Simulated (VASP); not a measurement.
# ZrF3 (Cmmm) in VASP: notebook

ZrF3 is run at these levels: PBE; tasks: single point, relaxation of cell and atoms.

Everything below comes from runs of VASP 6.6.1. Logs are shortened: lines on timing, memory, paths and dates and some standing lists are left out, and cuts for length are marked.

## Step 1: The cell of the first run

The structure is orthorhombic, space group Cmmm (No. 65). The conventional cell has a = 2.997 Å, b = 4.128 Å, c = 8.239 Å, α = 90.00°, β = 90.00°, γ = 90.00°. Within 3.4 Å of Zr (site symmetry mmm) lie 6 Zr at 2.55 to 3.00 Å and 8 F at 2.57 to 2.93 Å. Within 3.3 Å of F (site symmetry mm2) lie 10 F at 2.53 to 3.00 Å and 4 Zr at 2.57 to 2.93 Å. Within 3.3 Å of F (site symmetry mmm) lie 14 F at 2.53 to 3.00 Å.

## Step 2: Single point, PBE

INCAR

```
SYSTEM = ZrF3
PREC = Accurate
ENCUT = 520
EDIFF = 1E-6
ISMEAR = 0
SIGMA = 0.1
LREAL = .FALSE.
LASPH = .TRUE.
NELM = 80
ALGO = Normal
ISIF = 2
LWAVE = .FALSE.
LCHARG = .TRUE.
GGA = PE
LELF = .TRUE.
LVHAR = .TRUE.
NBANDS = 24
```

KPOINTS

```
Automatic mesh
0
G
  8 8 2
  0 0 0
```

POSCAR

```
ZrF3
1.0
    1.4987235400     -2.0638634800      0.0000000000
    1.4987235400      2.0638634800      0.0000000000
    0.0000000000      0.0000000000      8.2388168900
Zr F
1 3
Direct
    0.0000000000      0.0000000000      0.0000000000
    0.5000000000      0.5000000000      0.7470129700
    0.0000000000      0.0000000000      0.5000000000
    0.5000000000      0.5000000000      0.2529870300
```

Potentials or basis: VASP PAW PBE potentials, release 64 (Zr_sv, F).

Command:

```
$ cat potpaw_PBE.64/Zr_sv/POTCAR potpaw_PBE.64/F/POTCAR > POTCAR
$ mpirun -np 1 vasp_std > vasp.out
```

OUTCAR:

```text
SYSTEM = ZrF3
   PREC = Accurate
   ENCUT = 520
   EDIFF = 1E-6
   ISMEAR = 0
   LREAL = .FALSE.
   LASPH = .TRUE.
   NELM = 80
   ISIF = 2
   GGA = PE

 ion  position               nearest neighbor table
   1  0.000  0.000  0.000-   2 2.57   4 2.57   2 2.57   4 2.57
   2  0.500  0.500  0.747-   1 2.57   1 2.57
   3  0.000  0.000  0.500-
   4  0.500  0.500  0.253-   1 2.57   1 2.57

  LATTYP: Found a base centered orthorhombic cell.
 ALAT       =     2.9974470800
 B/A-ratio  =     1.3770808457
 C/A-ratio  =     2.7486112916

  Lattice vectors:

 A1 = (   1.4987235400,  -2.0638634800,   0.0000000000)
 A2 = (   1.4987235400,   2.0638634800,   0.0000000000)
 A3 = (   0.0000000000,   0.0000000000,   8.2388168900)

Analysis of symmetry for initial positions (statically):
=====================================================================
 Subroutine PRICEL returns:
 Original cell was already a primitive cell.

 Routine SETGRP: Setting up the symmetry group for a
 base centered orthorhombic supercell.

 Subroutine GETGRP returns: Found  8 space group operations
 (whereof  8 operations were pure point group operations)
 out of a pool of  8 trial point group operations.

The static configuration has the point symmetry D_2h.

Analysis of symmetry for dynamics (positions and initial velocities):
=====================================================================
 Subroutine PRICEL returns:
 Original cell was already a primitive cell.

 Routine SETGRP: Setting up the symmetry group for a
 base centered orthorhombic supercell.

 Subroutine GETGRP returns: Found  8 space group operations
 (whereof  8 operations were pure point group operations)
 out of a pool of  8 trial point group operations.

The dynamic configuration has the point symmetry D_2h.

 Subroutine INISYM returns: Found  8 space group operations
 (whereof  8 operations are pure point group operations),
 and found     1 'primitive' translations

----------------------------------------------------------------------------------------

                                     Primitive cell

  volume of cell :      50.9680

  direct lattice vectors                    reciprocal lattice vectors
     1.498723540 -2.063863480  0.000000000     0.333617233 -0.242264086  0.000000000
     1.498723540  2.063863480  0.000000000     0.333617233  0.242264086  0.000000000
     0.000000000  0.000000000  8.238816890     0.000000000  0.000000000  0.121376651

  length of vectors
     2.550628298  2.550628298  8.238816890     0.412301280  0.412301280  0.121376651

  position of ions in fractional coordinates (direct lattice)
     0.000000000  0.000000000  0.000000000
     0.500000000  0.500000000  0.747012970
     0.000000000  0.000000000  0.500000000
     0.500000000  0.500000000  0.252987030

  ion indices of the primitive-cell ions
   primitive index   ion index
                 1           1
                 2           2
                 3           3
                 4           4

----------------------------------------------------------------------------------------

 KPOINTS: Automatic mesh

Automatic generation of k-mesh.
 Grid dimensions read from file:
 generate k-points for:    8    8    2

 Generating k-lattice:

  Cartesian coordinates                     Fractional coordinates (reciprocal lattice)
     0.041702154 -0.030283011  0.000000000     0.125000000  0.000000000  0.000000000
     0.041702154  0.030283011  0.000000000     0.000000000  0.125000000  0.000000000
     0.000000000  0.000000000  0.060688325     0.000000000  0.000000000  0.500000000

  Length of vectors
     0.051537660  0.051537660  0.060688325

  Shift w.r.t. Gamma in fractional coordinates (k-lattice)
     0.000000000  0.000000000  0.000000000

 Subroutine IBZKPT returns following result:
 ===========================================

 Found     42 irreducible k-points:

 Following reciprocal coordinates:
            Coordinates               Weight
  0.000000  0.000000  0.000000      1.000000
  0.125000  0.000000  0.000000      4.000000
  0.250000  0.000000  0.000000      4.000000
  0.375000  0.000000  0.000000      4.000000
  0.500000  0.000000  0.000000      2.000000
  0.125000  0.125000  0.000000      2.000000
[... 16 lines left out ...]
  0.125000  0.000000  0.500000      4.000000
  0.250000  0.000000  0.500000      4.000000
 [... further k-points ...]
   k-points           NKPTS =     42   k-points in BZ     NKDIM =     42   number of bands    NBANDS=     24
   number of dos      NEDOS =    301   number of ions     NIONS =      4
   total plane-waves  NPLWV =  25600
   dimension x,y,z NGX =    20 NGY =   20 NGZ =   64
   dimension x,y,z NGXF=    40 NGYF=   40 NGZF=  128
   ions per type =               1   3
   NGX,Y,Z   is equivalent  to a cutoff of  13.04, 13.04, 12.91 a.u.
   NGXF,Y,Z  is equivalent  to a cutoff of  26.07, 26.07, 25.83 a.u.
 SYSTEM =  ZrF3
   PREC   = accura    normal or accurate (medium, high low for compatibility)
   ISTART =      0    job   : 0-new  1-cont  2-samecut
   ICHARG =      2    charge: 1-file 2-atom 10-const
   ISPIN  =      1    spin polarized calculation?
   LNONCOLLINEAR =      F non collinear calculations
   LSORBIT =      F    spin-orbit coupling
   LASPH  =      T    aspherical Exc in radial PAW
   ENCUT  =  520.0 eV  38.22 Ry    6.18 a.u.   4.74  4.74 15.32*2*pi/ulx,y,z
   NELM   =     80;   NELMIN=  2; NELMDL= -5     # of ELM steps
   EDIFF  = 0.1E-05   stopping-criterion for ELM
   LREAL  =      F    real-space projection
   EDIFFG = 0.1E-04   stopping-criterion for IOM
   NSW    =      0    number of steps for IOM
   IBRION =     -1    ionic relax: 0-MD 1-quasi-New 2-CG
   NFREE  =      0    steps in history (QN), initial steepest desc. (CG)
   ISIF   =      2    stress and relaxation
   ISYM   =      2    0-nonsym 1-usesym 2-fastsym
   POTIM  = 0.5000    time-step for ionic-motion
   TEBEG  =    0.0;   TEEND  =   0.0 temperature during run
   PSTRESS=    0.0 pullay stress
   NELECT =      33.0000    total number of electrons
   NUPDOWN=      -1.0000    fix difference up-down
   EMIN   =  10.00;   EMAX   =-10.00  energy-range for DOS
   EFERMI =   0.00;   METHOD = LEGACY
   ISMEAR =     0;   SIGMA  =   0.10  broadening in eV -4-tet -1-fermi 0-gaus
   EFERMI_NEDOS =   21; number of points for ismear=-14 and -15
   IALGO  =     38    algorithm
   IMIX   =      4    mixing-type and parameters
     AMIX     =   0.40;   BMIX     =  1.00
     AMIX_MAG =   1.60;   BMIX_MAG =  1.00
  volume/ion in A,a.u.               =      12.74        85.99
  Fermi-wavevector in a.u.,A,eV,Ry     =   1.416273  2.676368 27.290970  2.005830
  Thomas-Fermi vector in A             =   2.537625
   LORBIT       =      0    0 simple, 1 ext, 2 COOP (PROOUT), +10 PAW based schemes
   GGA     = PE    functional components
   LHFCALC =     F    Hartree Fock is set to
   AEXX    =    0.0000 exact exchange contribution
   IVDW    =     0    specifies the selected vdW correction
   LEPSILON=     F    determine dielectric tensor
   LRPA    =     F    only Hartree local field effects (RPA)
 non-spin polarized calculation
 Gauss-broadening in eV      SIGMA  =   0.10
  energy-cutoff  :      520.00
  volume of cell :       50.97
 maximum number of plane-waves:      1396
   NGX =  9   NGY =  9   NGZ = 31

 number of electron      32.9999972 magnetization

 Free energy of the ion-electron system (eV)
  ---------------------------------------------------
  ext. energy  EPLUGINS =         0.00000000
  ---------------------------------------------------
  free energy    TOTEN  =       -16.15987575 eV

  energy without entropy =      -16.13239949  energy(sigma->0) =      -16.14613762

 E-fermi :   1.6341     XC(G=0): -10.5085

 val. band max:        1.6335409488   @ k =  -0.3750   0.3750   0.5000
 cond. band min:       1.6349736669   @ k =   0.3750   0.3750   0.5000
 fundamental gap:      0.0014327181
 Fermi energy:         1.6340548913

 k-point     1 :       0.0000    0.0000    0.0000
  band No.  band energies     occupation
      1     -47.3504      2.00000
      2     -25.2922      2.00000
      3     -23.6434      2.00000
      4     -23.1911      2.00000
      5     -19.4811      2.00000
      6     -19.2031      2.00000
[... 16 lines left out ...]
     23      10.2289      0.00000
     24      15.2174      0.00000

 k-point     2 :       0.1250    0.0000    0.0000
  band No.  band energies     occupation
      1     -47.2640      2.00000
      2     -25.2072      2.00000
      3     -24.0732      2.00000
      4     -23.3596      2.00000
      5     -19.3805      2.00000
      6     -19.1514      2.00000
[... 16 lines left out ...]
     23      11.6030      0.00000
     24      15.6059      0.00000

 k-point     3 :       0.2500    0.0000    0.0000
  band No.  band energies     occupation
      1     -47.0482      2.00000
      2     -25.2965      2.00000
      3     -24.9952      2.00000
      4     -23.4447      2.00000
      5     -19.1361      2.00000
      6     -19.0261      2.00000
[... 16 lines left out ...]
     23      13.1218      0.00000
     24      16.6055      0.00000

 k-point     4 :       0.3750    0.0000    0.0000
  band No.  band energies     occupation
      1     -46.8211      2.00000
      2     -26.4291      2.00000
      3     -24.7724      2.00000
      4     -23.4859      2.00000
      5     -18.9010      2.00000
      6     -18.8787      2.00000
[... 16 lines left out ...]
     23      13.9502      0.00000
     24      17.6772      0.00000

 k-point     5 :       0.5000    0.0000    0.0000
  band No.  band energies     occupation
      1     -46.7233      2.00000
      2     -26.8722      2.00000
      3     -24.6766      2.00000
      4     -23.5003      2.00000
      5     -18.8488      2.00000
      6     -18.7661      2.00000
[... 451 lines left out ...]
 k-point    22 :       0.0000    0.0000    0.5000
  band No.  band energies     occupation
      1     -47.3504      2.00000
      2     -25.2922      2.00000
      3     -23.6434      2.00000
      4     -23.1911      2.00000
      5     -19.3929      2.00000
      6     -19.3098      2.00000
[... 16 lines left out ...]
     23       9.9904      0.00000
     24      15.3808      0.00000

 k-point    23 :       0.1250    0.0000    0.5000
  band No.  band energies     occupation
      1     -47.2640      2.00000
      2     -25.2073      2.00000
      3     -24.0732      2.00000
      4     -23.3596      2.00000
      5     -19.3005      2.00000
      6     -19.2444      2.00000
[... 16 lines left out ...]
     23      11.4394      0.00000
     24      15.9127      0.00000

 k-point    24 :       0.2500    0.0000    0.5000
  band No.  band energies     occupation
      1     -47.0482      2.00000
      2     -25.2966      2.00000
      3     -24.9952      2.00000
      4     -23.4447      2.00000
      5     -19.0842      2.00000
      6     -19.0809      2.00000
[... 16 lines left out ...]
     23      13.0731      0.00000
     24      16.8237      0.00000

 [... further k-points ...]
[... 5 lines left out ...]
  --------------------------------------------------------------------------------------
  -------------------------------------------------------------------------------------
  Total        6.9393101     10.9459484    -15.6623473      0.0000000      0.0000000      0.0000000
  in kB      218.1371013    344.0857102   -492.3456343      0.0000000      0.0000000      0.0000000
  external PRESSURE =      23.2923924 kB  Pullay stress =       0.0000000 kB

 VOLUME and BASIS-vectors are now :
 -----------------------------------------------------------------------------
  energy-cutoff  :      520.00
  volume of cell :       50.97
      direct lattice vectors                 reciprocal lattice vectors
     1.498723540 -2.063863480  0.000000000     0.333617233 -0.242264086  0.000000000
     1.498723540  2.063863480  0.000000000     0.333617233  0.242264086  0.000000000
     0.000000000  0.000000000  8.238816890     0.000000000  0.000000000  0.121376651

 POSITION                                       TOTAL-FORCE (eV/Angst)
 -----------------------------------------------------------------------------------
      0.00000      0.00000      0.00000         0.000000      0.000000      0.000000
      1.49872      0.00000      6.15450         0.000000     -0.000000      4.364129
      0.00000      0.00000      4.11941         0.000000     -0.000000      0.000000
      1.49872      0.00000      2.08431        -0.000000     -0.000000     -4.364129
 -----------------------------------------------------------------------------------
    total drift:                                0.000000      0.000000      0.000000

  FREE ENERGIE OF THE ION-ELECTRON SYSTEM (eV)
  ---------------------------------------------------
  free  energy   TOTEN  =       -16.1598757463 eV

  energy  without entropy=      -16.1323994925  energy(sigma->0) =      -16.14613762
```

It took 46 s on 1 thread of Intel Xeon Platinum 8488C (Sapphire Rapids), shared host; peak memory 0.18 GiB.

Results:

* Free energy: -16.1599 eV
* Pressure: 2.3 GPa
* Largest force: 4.364 eV/Å

Forces in eV/Å, atoms in the order of the input:
```
Zr   0.000  0.000  0.000
F    0.000  0.000  4.364
F    0.000  0.000  0.000
F    0.000  0.000 -4.364
```

Caveat: the k points lie up to 0.38 Å⁻¹ apart; an odd number of electrons without spin polarisation forces a metal; a magnetic or distorted state may lie lower.

## Step 3: Relaxation of cell and atoms, PBE

INCAR

```
SYSTEM = ZrF3
  ALGO = Normal
  EDIFF = 1E-6
  EDIFFG = -0.04
  ENCUT = 600
  GGA = PE
  IBRION = 2
  ISIF = 3
  ISMEAR = 0
  LASPH = .True.
  LCHARG = .False.
  LREAL = .False.
  LWAVE = .False.
  NELM = 100
  NSW = 90
  PREC = Accurate
  SIGMA = 0.1
```

KPOINTS

```
k-points
0
Gamma
  8 8 2
  0 0 0
```

POSCAR is that of step 2.

Potentials or basis: VASP PAW PBE potentials, release 64 (Zr_sv, F).

Command:

```
$ cat potpaw_PBE.64/Zr_sv/POTCAR potpaw_PBE.64/F/POTCAR > POTCAR
$ mpirun -np 1 vasp_std > vasp.out
```

Run time: 9.9 min. Hardware: 1 thread of Intel Xeon Platinum 8488C (Sapphire Rapids), shared host; peak memory 0.21 GiB.

The run converged. Its results:

```
Free energy                            : -24.5926 eV
Relaxed volume                         : 10.18 Å³/atom
Relaxed cell                           : a = 3.015 Å, b = 3.015 Å, c = 4.497 Å, α = 90.00°, β = 90.00°, γ = 94.87°
Space group after relaxing (to 0.05 Å) : Cmmm (No. 65)
Energy gained by relaxing              : 2107.6 meV/atom
Ionic steps                            : 21
Pressure after relaxing                : 0.3 GPa
```

Forces on the atoms (eV/Å):
```
Zr   0.000  0.000  0.000
F    0.000  0.000  0.003
F    0.000  0.000  0.000
F    0.000  0.000 -0.003
```

The path:
| step | energy change (eV) | largest force (eV/Å) | pressure (GPa) | volume (Å³) |
| --- | --- | --- | --- | --- |
| 1 | 0.0000 | 4.3648 | 2.30 | 50.97 |
| 2 | -4.7074 | 2.5061 | 1.70 | 50.70 |
| 3 | -6.6255 | 1.7095 | 15.25 | 47.54 |
| 4 | 114.6588 | 435.1068 | 906.37 | 31.37 |
| 5 | -5.5086 | 4.1967 | 0.09 | 47.33 |
| 6 | -5.8584 | 3.5901 | 47.57 | 41.06 |
| 7 | -6.8217 | 3.6869 | 6.05 | 45.23 |
| 8 | -7.3005 | 1.6582 | 18.45 | 43.29 |
| 9 | -5.1419 | 6.5559 | -30.14 | 54.11 |
| 10 | -7.7550 | 0.4277 | -3.62 | 46.75 |
| 11 | -7.7643 | 0.1677 | -1.44 | 46.33 |
| 12 | -8.0864 | 0.8100 | -7.00 | 45.78 |
| 13 | -8.0888 | 0.8582 | -7.27 | 45.74 |
| 14 | -8.3009 | 0.8840 | 4.16 | 41.72 |
| 15 | -8.3041 | 1.1619 | 6.26 | 41.16 |
| 16 | -8.3693 | 1.2734 | 6.48 | 40.11 |
| 17 | -8.3694 | 1.2702 | 6.44 | 40.13 |
| 18 | -8.4216 | 0.3270 | -0.05 | 41.00 |
| 19 | -8.4229 | 0.1701 | -1.17 | 41.17 |
| 20 | -8.4267 | 0.1227 | -0.80 | 41.04 |
| 21 | -8.4305 | 0.0028 | 0.26 | 40.73 |

Final structure:
```
Zr F
1.0
     2.03936   -2.22043    0.00000
     2.03936    2.22043    0.00000
     0.00000    0.00000    4.49744
Zr F
1 3
Direct
  0.00000 0.00000 0.00000
  0.50000 0.50000 0.76693
  0.00000 0.00000 0.50000
  0.50000 0.50000 0.23307
```

Levels at points of the mesh, in eV from the Fermi level:
```csv
k point,band 14,band 15,band 16,band 17,band 18,band 19
"(0.00, 0.00, 0.00)",-3.63,-3.57,-3.24,-3.12,0.48,2.72
"(0.50, 0.00, 0.00)",-4.21,-3.90,-3.69,-0.39,0.30,2.09
"(0.50, 0.50, 0.00)",-3.98,-3.73,-3.53,2.14,2.21,2.94
"(0.00, 0.00, 0.50)",-5.28,-3.58,-3.09,-3.09,0.96,3.09
"(0.50, 0.00, 0.50)",-6.12,-4.24,-3.78,0.15,1.22,2.66
"(0.50, 0.50, 0.50)",-5.17,-3.73,-3.39,2.38,2.47,3.36
```

Caveat: the k points lie up to 0.70 Å⁻¹ apart in the final cell; the volume moved by over 15 % at a fixed basis, so the end points are rough; an odd number of electrons without spin polarisation forces a metal; a magnetic or distorted state may lie lower.
